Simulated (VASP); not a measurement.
Set up this calculation in VASP 6.6.1, as the native input.

- Task: single point
- Functional: PBE
- Potentials or basis: VASP PAW PBE potentials, release 64 (Sc_sv, As, S)
- Cutoff: 520 eV
- k mesh: 4 × 4 × 4
- Occupations: gaussian, width 0.1 eV
- Spin: no spin polarisation
- Dipole correction: no
- Further INCAR settings: ALGO = Normal; EDIFF = 1e-07; NBANDS = 18

The structure of ScAsS lies in POSCAR:

```
ScAsS
1.0
    4.3707441800      0.0000000000      0.0000000000
    0.0000000000      4.3707441800      0.0000000000
    0.0000000000      0.0000000000      4.2058614900
Sc As S
1 1 1
Direct
    0.5000000000      0.5000000000      0.0000000000
    0.0000000000      0.0000000000      0.0000000000
    0.5000000000      0.5000000000      0.5000000000
```

The cell was generated, and may not be a known phase.

The input as run:

INCAR

```
SYSTEM = ScAsS
PREC = Accurate ; ENCUT = 520
EDIFF = 1E-7 ; ISMEAR = 0
SIGMA = 0.1 ; LREAL = .FALSE.
LASPH = .TRUE. ; NELM = 60
ALGO = Normal ; ISIF = 2
LWAVE = .FALSE. ; LCHARG = .FALSE.
GGA = PE ; NBANDS = 18
```

KPOINTS

```
Automatic mesh
0
G
  4 4 4
  0 0 0
```

Potentials or basis: VASP PAW PBE potentials, release 64 (Sc_sv, As, S).

Command:

```sh
$ cat potpaw_PBE.64/Sc_sv/POTCAR potpaw_PBE.64/As/POTCAR potpaw_PBE.64/S/POTCAR > POTCAR
$ mpirun -np 1 vasp_std > vasp.out
```

Results of the run:

The pressure is 10.4 GPa. The band gap on the k mesh is zero (bands 11 and 12 overlap by 1.66 eV).

Caveat: the k points lie up to 0.37 Å⁻¹ apart, too coarse for converged energies and pressures of a metal.

It took 12 s on 1 thread of AMD EPYC 9R45 96-Core Processor (Zen 5), on a shared host, peak memory 0.17 GiB.
